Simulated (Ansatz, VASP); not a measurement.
## SiC: VASP beside Ansatz

```xyz
4
Lattice="3.0446 0.0000 0.0000 -1.5223 2.6367 0.0000 0.0000 0.0000 5.0573" Properties=species:S:1:pos:R:3 pbc="T T T"
Si    0.0000    1.7578    0.0011
Si    1.5223    0.8789    2.5297
C     0.0000    1.7578    1.8954
C     1.5223    0.8789    4.4240
```

Change from the starting cell: epitaxial_xy strain -1.0%.

Alike in both runs: task single point; functional r2SCAN; k mesh 12 × 12 × 6; no spin polarisation.

|  | VASP | Ansatz |
| --- | --- | --- |
| version | VASP 6.6.1 | Ansatz 0.2.0 |
| potentials or method | VASP PAW PBE potentials, release 64 (Si, C) | plane waves, PAW |
| plane-wave cutoff (eV) | 520 | 500 |
| occupations | gaussian, width 0.01 eV | fixed |
| valence electrons in the cell | 16 | 16 |

|  | VASP | Ansatz | Ansatz less VASP |
| --- | --- | --- | --- |
| gap on the k mesh at the Fermi level (eV) | 2.54 | 2.53 | -0.006 |
| pressure (GPa) | 4.2 | 4.4 | +0.20 |
| traceless stress, the component that is largest in VASP (GPa) | -4.42 | -4.40 | +0.015 |

VASP's potentials were made for PBE, not for r2SCAN.
